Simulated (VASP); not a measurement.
# ZnO (ZnO (P6_3mc)) (P6_3mc) in VASP: vibrations by perturbation theory with PBE

Aim: the vibrations by perturbation theory of ZnO (ZnO (P6_3mc)) with PBE.

All numbers are computed with VASP 6.6.1; they aren't measurements. Logs are shortened: lines on timing, memory, paths and dates and some standing lists are left out, and cuts for length are marked.

**1. The cell of the first run**

Symmetry: P6_3mc, No. 186, hexagonal system. The conventional cell has a = 3.279 Å, b = 3.279 Å, c = 5.293 Å, α = 90.00°, β = 90.00°, γ = 120.00°. Zn (site symmetry 3m) has 4 O at 2.00 to 2.01 Å within 2.6 Å. Within 2.6 Å of O (site symmetry 3m) lie 4 Zn at 2.00 to 2.01 Å.

**2. Vibrations by perturbation theory, PBE**

The input, INCAR:

```
ALGO = Normal ; EDIFF = 1E-8
ENCUT = 520 ; GGA = PE
IBRION = 8 ; ISIF = 2
ISMEAR = 0 ; LASPH = T
LCHARG = T ; LEPSILON = T
LREAL = F ; LWAVE = F
NELM = 100 ; NSW = 1
PREC = Accurate ; SIGMA = 0.01
```

The input, KPOINTS:

```
k-points
0
Gamma
  8 8 5
```

The input, POSCAR:

```
ZnO
1.0
    3.2794177518      0.0000000000      0.0000000000
   -1.6397088759      2.8400590827      0.0000000000
    0.0000000000      0.0000000000      5.2931678709
Zn O
2 2
Direct
    0.6666666667      0.3333333333      0.5006019136
    0.3333333333      0.6666666667      0.0006019136
    0.6666666667      0.3333333333      0.8797080864
    0.3333333333      0.6666666667      0.3797080864
```

Potentials or basis: VASP PAW PBE potentials, release 64 (Zn, O).

Command:

```
$ cat potpaw_PBE.64/Zn/POTCAR potpaw_PBE.64/O/POTCAR > POTCAR
$ mpirun -np 1 vasp_std > vasp.out
```

OUTCAR:

```text
EDIFF = 1E-8
   ENCUT = 520
   GGA = PE
   IBRION = 8
   ISIF = 2
   ISMEAR = 0
   LASPH = T
   LEPSILON = T
   LREAL = F
   NELM = 100
   NSW = 1
   PREC = Accurate

 ion  position               nearest neighbor table
   1  0.667  0.333  0.501-   4 2.00   4 2.00   4 2.00   3 2.01
   2  0.333  0.667  0.001-   3 2.00   3 2.00   3 2.00   4 2.01
   3  0.667  0.333  0.880-   2 2.00   2 2.00   2 2.00   1 2.01
   4  0.333  0.667  0.380-   1 2.00   1 2.00   1 2.00   2 2.01

  LATTYP: Found a hexagonal cell.
 ALAT       =     3.2794177518
 C/A-ratio  =     1.6140572112

  Lattice vectors:

 A1 = (   3.2794177518,   0.0000000000,   0.0000000000)
 A2 = (  -1.6397088759,   2.8400590827,   0.0000000000)
 A3 = (   0.0000000000,   0.0000000000,   5.2931678709)

Analysis of symmetry for initial positions (statically):
=====================================================================
 Subroutine PRICEL returns:
 Original cell was already a primitive cell.

 Routine SETGRP: Setting up the symmetry group for a
 hexagonal supercell.

 Subroutine GETGRP returns: Found 12 space group operations
 (whereof  6 operations were pure point group operations)
 out of a pool of 24 trial point group operations.

The static configuration has the point symmetry C_3v.
 The point group associated with its full space group is C_6v.

Analysis of symmetry for dynamics (positions and initial velocities):
=====================================================================
 Subroutine PRICEL returns:
 Original cell was already a primitive cell.

 Routine SETGRP: Setting up the symmetry group for a
 hexagonal supercell.

 Subroutine GETGRP returns: Found 12 space group operations
 (whereof  6 operations were pure point group operations)
 out of a pool of 24 trial point group operations.

The dynamic configuration has the point symmetry C_3v.
 The point group associated with its full space group is C_6v.

 Subroutine INISYM returns: Found 12 space group operations
 (whereof  6 operations are pure point group operations),
 and found     1 'primitive' translations

----------------------------------------------------------------------------------------

                                     Primitive cell

  volume of cell :      49.2992

  direct lattice vectors                    reciprocal lattice vectors
     3.279417752  0.000000000  0.000000000     0.304932179  0.176052675  0.000000000
    -1.639708876  2.840059083  0.000000000     0.000000000  0.352105351  0.000000000
     0.000000000  0.000000000  5.293167871     0.000000000  0.000000000  0.188922782

  length of vectors
     3.279417752  3.279417752  5.293167871     0.352105351  0.352105351  0.188922782

  position of ions in fractional coordinates (direct lattice)
     0.666666667  0.333333333  0.500601914
     0.333333333  0.666666667  0.000601914
     0.666666667  0.333333333  0.879708086
     0.333333333  0.666666667  0.379708086

  ion indices of the primitive-cell ions
   primitive index   ion index
                 1           1
                 2           2
                 3           3
                 4           4

[... 790 lines left out ...]
[... ionic steps 4 to 9 ...]

--------------------------------------- Ionic step       10  -------------------------------------------

------------------------ aborting loop because EDIFF is reached ----------------------------------------

[... ionic steps 11 to 11 ...]

--------------------------------------- Ionic step       12  -------------------------------------------

 Free energy of the ion-electron system (eV)
  ---------------------------------------------------
  ---------------------------------------------------
  free energy    TOTEN  =        -0.37801118 eV

  energy without entropy =       -0.37801118

------------------------ aborting loop because EDIFF is reached ----------------------------------------

 INTERNAL STRAIN TENSOR  FOR ION    3  DIRECTION 3   (eV/Angst):
 -----------------------------------------------------------------------------
     3.95193  0.00000  0.00000
    -0.00000  3.95193 -0.00000
     0.00000  0.00000 -7.79722

 MACROSCOPIC STATIC DIELECTRIC TENSOR (including local field effects in DFT)
 ------------------------------------------------------
           6.693459     0.000000     0.000000
          -0.000000     6.693459    -0.000000
           0.000000     0.000000     6.347338
 ------------------------------------------------------

 PIEZOELECTRIC TENSOR (including local field effects)  for field in x, y, z        (e  Angst)
          XX          YY          ZZ          XY          YZ          ZX
  --------------------------------------------------------------------------------
  x     0.00000    -0.00000     0.00000    -0.00000     0.00000     1.29790
  y    -0.00000    -0.00000     0.00000     0.00000     1.29790     0.00000
  z     1.22480     1.22480    -2.46530     0.00000     0.00000     0.00000

 PIEZOELECTRIC TENSOR (including local field effects)  for field in x, y, z        (C/m^2)
          XX          YY          ZZ          XY          YZ          ZX
  --------------------------------------------------------------------------------
  x     0.00000    -0.00000     0.00000    -0.00000     0.00000     0.42181
  y    -0.00000    -0.00000     0.00000     0.00000     0.42181     0.00000
  z     0.39805     0.39805    -0.80120     0.00000     0.00000     0.00000

 BORN EFFECTIVE CHARGES (including local field effects) (in |e|, cummulative output)
 ---------------------------------------------------------------------------------
 ion    1
    1     2.16943     0.00000     0.00000
    2     0.00000     2.16943     0.00000
    3    -0.00000    -0.00000     2.21191
 ion    2
    1     2.16943     0.00000     0.00000
    2     0.00000     2.16943     0.00000
    3     0.00000     0.00000     2.21191
 ion    3
    1    -2.16943     0.00000     0.00000
    2     0.00000    -2.16943     0.00000
    3     0.00000     0.00000    -2.21191
 ion    4
    1    -2.16943     0.00000     0.00000
    2     0.00000    -2.16943     0.00000
    3     0.00000     0.00000    -2.21191

 INTERNAL STRAIN TENSOR FOR ION    4 for displacements in x,y,z  (eV/Angst):
          X           Y           Z          XY          YZ          ZX
  --------------------------------------------------------------------------------
  x     0.00000     0.00000     0.00000    -7.22936    -0.00000     3.82507
  y    -7.22936     7.22936     0.00000    -0.00000     4.14753    -0.00000
  z     3.95193     3.95193    -7.79722    -0.00000     0.00000     0.00000

 SECOND DERIVATIVES (NOT SYMMETRIZED)
 ------------------------------------
               1X          1Y          1Z          2X          2Y          2Z          3X          3Y          3Z          4X          4Y          4Z
  1X    -6.929637   -0.000000    0.000000    0.285757    0.000000    0.000000    0.114629   -0.000000    0.000000    6.529251   -0.000000   -0.000000
  1Y     0.000000   -6.929637    0.000000    0.000000    0.285757    0.000000   -0.000000    0.114629    0.000000    0.000000    6.529251   -0.000000
  1Z    -0.000000    0.000000  -10.664759    0.000000   -0.000000    4.738670    0.000000    0.000000    4.370631    0.000000    0.000000    1.555458
  2X     0.285757   -0.000000   -0.000000   -6.929637   -0.000000   -0.000000    6.529251   -0.000000    0.000000    0.114629   -0.000000    0.000000
  2Y    -0.000000    0.285757    0.000000    0.000000   -6.929637    0.000000    0.000000    6.529251    0.000000    0.000000    0.114629    0.000000
  2Z    -0.000000    0.000000    4.738670    0.000000    0.000000  -10.664759    0.000000    0.000000    1.555458   -0.000000   -0.000000    4.370631
  3X     0.104629    0.000000    0.000000    6.530321    0.000000    0.000000   -7.519660   -0.000000    0.000000    0.884710   -0.000000   -0.000000
  3Y     0.000000    0.104629    0.000000    0.000000    6.530321   -0.000000    0.000000   -7.519660    0.000000   -0.000000    0.884710   -0.000000
  3Z     0.000000   -0.000000    4.378221    0.000000   -0.000000    1.520046    0.000000   -0.000000  -10.649367   -0.000000    0.000000    4.751100
  4X     6.530321    0.000000   -0.000000    0.104629    0.000000   -0.000000    0.884710    0.000000    0.000000   -7.519660   -0.000000   -0.000000
  4Y     0.000000    6.530321    0.000000    0.000000    0.104629    0.000000   -0.000000    0.884710    0.000000    0.000000   -7.519660   -0.000000
  4Z    -0.000000    0.000000    1.520046    0.000000    0.000000    4.378221    0.000000    0.000000    4.751100   -0.000000    0.000000  -10.649367

 Eigenvectors and eigenvalues of the dynamical matrix
 ----------------------------------------------------

   1 f  =   15.420486 THz    96.889769 2PiTHz  514.372035 cm-1    63.773976 meV
             X         Y         Z           dx          dy          dz
      1.639709  0.946686  2.649770    -0.000000   -0.000000    0.083508
     -0.000000  1.893373  0.003186     0.000000    0.000000   -0.083508
      1.639709  0.946686  4.656443    -0.000000   -0.000000   -0.702158
     -0.000000  1.893373  2.009859     0.000000    0.000000    0.702158
[... 71 lines left out ...]
  12 f/i=    0.009921 THz     0.062337 2PiTHz    0.330940 cm-1     0.041031 meV
             X         Y         Z           dx          dy          dz
      1.639709  0.946686  2.649770    -0.000000    0.000000    0.633510
     -0.000000  1.893373  0.003186    -0.000000    0.000000    0.633510
      1.639709  0.946686  4.656443    -0.000000    0.000000    0.314109
     -0.000000  1.893373  2.009859    -0.000000    0.000000    0.314109

--------------------------------------------------------------------------------------------------------

 MACROSCOPIC STATIC DIELECTRIC TENSOR IONIC CONTRIBUTION
 ------------------------------------------------------
           5.203761    -0.000000    -0.000000
          -0.000000     5.203761     0.000000
          -0.000000     0.000000     6.074955
 ------------------------------------------------------

 ELASTIC MODULI CONTR FROM IONIC RELAXATION (kBar)
 Direction    XX          YY          ZZ          XY          YZ          ZX
 --------------------------------------------------------------------------------
 XX        -585.0247    240.2927    338.6002      0.0000      0.0000     -0.0000
 YY         240.2927   -585.0247    338.6002     -0.0000      0.0000      0.0000
 ZZ         338.6002    338.6002   -665.1549     -0.0000      0.0000     -0.0000
 XY           0.0000     -0.0000     -0.0000   -412.6587     -0.0000      0.0000
 YZ           0.0000     -0.0000      0.0000     -0.0000   -155.0209      0.0000
 ZX          -0.0000      0.0000     -0.0000      0.0000      0.0000   -148.2933
 --------------------------------------------------------------------------------

 PIEZOELECTRIC TENSOR IONIC CONTR  for field in x, y, z        (C/m^2)
          XX          YY          ZZ          XY          YZ          ZX
  --------------------------------------------------------------------------------
  x    -0.00000     0.00000    -0.00000     0.00000     0.00000    -0.82659
  y     0.00000    -0.00000     0.00000    -0.00000    -0.84514     0.00000
  z    -0.96287    -0.96287     1.89150     0.00000    -0.00000     0.00000
```

Wall time 9.1 min (1 thread of AMD EPYC 9R45 (Zen 5), shared host); peak memory 0.45 GiB.

Results:

- Electronic dielectric tensor (diagonal): 6.69, 6.69, 6.35
- Born charges (mean of the diagonal): Zn +2.18; O -2.18 e
- Highest phonon frequency at Γ, LO-TO splitting left out: 514 cm⁻¹

Phonon frequencies in cm⁻¹ (negative: imaginary):
```
              q point                              frequencies
(0.000, 0.000, 0.000)  0 0 0 91 91 247 353 375 375 406 406 514
```

Electronic dielectric tensor:
```
6.69 0.00 0.00
0.00 6.69 0.00
0.00 0.00 6.35
```

Born effective charge tensors (e):
atom 1, Zn
```
2.17 0.00 0.00
0.00 2.17 0.00
0.00 0.00 2.21
```
atom 2, Zn
```
2.17 0.00 0.00
0.00 2.17 0.00
0.00 0.00 2.21
```
atom 3, O
```
-2.17  0.00  0.00
 0.00 -2.17  0.00
 0.00  0.00 -2.21
```
atom 4, O
```
-2.17  0.00  0.00
 0.00 -2.17  0.00
 0.00  0.00 -2.21
```
